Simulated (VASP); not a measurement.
# Ti3C2: single point with r2SCAN

Crystal: Ti3C2.

```
Ti C
1.0
     2.98793    0.00000    0.00000
    -1.49397    2.58763    0.00000
     0.00000    0.00000   14.72936
Ti C
6 4
Direct
  0.33333 0.66667 0.84388
  0.66667 0.33333 0.34388
  0.66667 0.33333 0.15612
  0.33333 0.66667 0.65612
  0.00000 0.00000 0.00000
  0.00000 0.00000 0.50000
  0.66667 0.33333 0.91410
  0.33333 0.66667 0.41410
  0.66667 0.33333 0.58590
  0.33333 0.66667 0.08590
```

```json
{
 "Program": "VASP 6.6.1",
 "Task": "single point",
 "Functional": "r2SCAN",
 "Potentials or basis": "VASP PAW PBE potentials, release 64 (Ti_sv, C)",
 "Cutoff": "520 eV",
 "k mesh": "10 × 10 × 2",
 "Occupations": "fermi-dirac, width 0.1 eV",
 "Spin": "no spin polarisation"
}
```

```
Pressure               : 19.0 GPa
Largest force          : 1.142 eV/Å
Band gap on the k mesh : zero (bands 44 and 45 overlap by 0.71 eV)
```

Forces on the atoms (eV/Å):
```
Ti   0.000  0.000 -1.142
Ti   0.000  0.000 -1.142
Ti   0.000  0.000  1.142
Ti   0.000  0.000  1.142
Ti   0.000  0.000  0.000
Ti   0.000  0.000  0.000
C    0.000  0.000  0.193
C    0.000  0.000  0.193
C    0.000  0.000 -0.193
C    0.000  0.000 -0.193
```

Stress tensor (GPa, compression positive):
```
19.40  0.00  0.00
 0.00 19.40  0.00
 0.00  0.00 18.22
```

Levels at points of the mesh, in eV from the Fermi level:
```tsv
k point	band 42	band 43	band 44	band 45	band 46	band 47
(0.00, 0.00, 0.00)	-1.90	0.34	0.50	0.50	0.65	0.65
(0.50, 0.00, 0.00)	-1.87	-1.42	-1.39	0.51	0.81	2.11
(0.00, 0.00, 0.50)	-2.07	0.50	0.50	0.57	0.57	0.57
(0.50, 0.00, 0.50)	-2.02	-1.40	-1.40	0.65	0.65	2.25
```

It took 12 min on 1 thread of Oxide Virtual Turin-like Processor, with other jobs on the host, peak memory 0.3 GiB.

Caveat: the cell stands under pressure; the PAW data sets were made with another functional, which shifts forces and pressure a little.
